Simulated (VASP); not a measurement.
Crystal: Hg.

```
Hg
1.0
     2.92083    0.00000    0.00000
     0.00000    2.92083    0.00000
     0.00000    0.00000    2.92083
Hg
1
Direct
  0.00000 0.00000 0.00000
```

```yaml
Program: VASP 6.6.1
Task: relaxation of cell and atoms
Functional: RPBE
Potentials_or_basis: VASP PAW PBE potentials, release 64 (Hg_sv_GW)
Cutoff: 500 eV
k_mesh: 11 × 11 × 11
Occupations: fermi-dirac, width 0.1 eV
Spin: no spin polarisation
```

At the start: pressure 7.2 GPa; volume 24.92 Å³/atom.

Task: How do energy, volume and symmetry change on relaxing?

Result: Over 4 steps the energy falls by 82.5 meV/atom and the volume is 29.77 Å³/atom (+19.5 %); space group Pm-3m (No. 221, to 0.05 Å).

Step by step:
| step | energy change (eV) | largest force (eV/Å) | pressure (GPa) | volume (Å³) |
| --- | --- | --- | --- | --- |
| 1 | 0.0000 | 0.0000 | 7.21 | 24.92 |
| 2 | -0.0818 | 0.0000 | 0.37 | 29.18 |
| 3 | -0.0824 | 0.0000 | -0.08 | 29.90 |
| 4 | -0.0825 | 0.0000 | -0.01 | 29.77 |

Final structure:
```cif
data_structure
_symmetry_space_group_name_H-M 'P 1'
_symmetry_Int_Tables_number 1
_cell_length_a 3.0994
_cell_length_b 3.0994
_cell_length_c 3.0994
_cell_angle_alpha 90.000
_cell_angle_beta 90.000
_cell_angle_gamma 90.000
_cell_volume 29.77
loop_
_atom_site_label
_atom_site_type_symbol
_atom_site_fract_x
_atom_site_fract_y
_atom_site_fract_z
_atom_site_occupancy
Hg1 Hg 0.00000 0.00000 0.00000 1
```

Caveat: the volume moved by over 15 % at a fixed basis, so the end points are rough; the PAW data sets were made with another functional, which shifts forces and pressure a little.
